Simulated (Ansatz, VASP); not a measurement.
One calculation of InAs3, two programs

File INCAR:

```
SYSTEM = InAs3
PREC = Accurate
ENCUT = 520
EDIFF = 1E-7
ISMEAR = 0
SIGMA = 0.1
LREAL = .FALSE.
LASPH = .TRUE.
NELM = 60
ALGO = Normal
ISIF = 2
LWAVE = .FALSE.
LCHARG = .TRUE.
GGA = PE
LELF = .TRUE.
LVHAR = .TRUE.
NBANDS = 22
```

The input KPOINTS:

```
regular mesh
0
G
  10 10 10
  0 0 0
```

POSCAR

```
InAs3
1.0
    4.5366754710      0.0000000000      0.0000000000
    0.0000000000      4.5366754710      0.0000000000
    0.0000000000      0.0000000000      4.5366754710
In As
1 3
Direct
    0.0000000000      0.0000000000      0.0000000000
    0.5000000000      0.0000000000      0.5000000000
    0.0000000000      0.5000000000      0.5000000000
    0.5000000000      0.5000000000      0.0000000000
```

Input for Ansatz:

```yaml
crystal:
  lattice:
    - [4.536675471, 0.0, 0.0]
    - [0.0, 4.536675471, 0.0]
    - [0.0, 0.0, 4.536675471]
  atoms:
    - { symbol: In, position: [0.0, 0.0, 0.0] }
    - { symbol: As, position: [0.5, 0.0, 0.5] }
    - { symbol: As, position: [0.0, 0.5, 0.5] }
    - { symbol: As, position: [0.5, 0.5, 0.0] }
basis:
  ecutwfc: 420
kpoints:
  mp_grid: { grid: [10, 10, 10] }
hamiltonian:
  xc: pbe
scf:
  occupations: { method: gaussian, width: 0.1 }
output:
  forces: true
  stress: true
  eigenvalues: true
  populations: true
```

Alike in both runs: task single point; functional PBE; k mesh 10 × 10 × 10; occupations gaussian, width 0.1 eV; no spin polarisation.

|  | VASP | Ansatz |
| --- | --- | --- |
| version | VASP 6.6.1 | Ansatz 0.2.0 |
| potentials or method | VASP PAW PBE potentials, release 64 (In_d, As), cutoff 520 eV | scalar-relativistic, plane waves, PAW |
| valence electrons in the cell | 28 | 58 |

|  | VASP | Ansatz | Ansatz less VASP |
| --- | --- | --- | --- |
| gap on the k mesh at the Fermi level (eV) | none | none | - |
| pressure (GPa) | -5.2 | -5.2 | 0.00 |

A gap of «none» marks a metal or a gap that the smearing closes. VASP's potentials hold 28 valence electrons a cell and Ansatz's 58, so a difference there can come from the potentials and not from the codes.
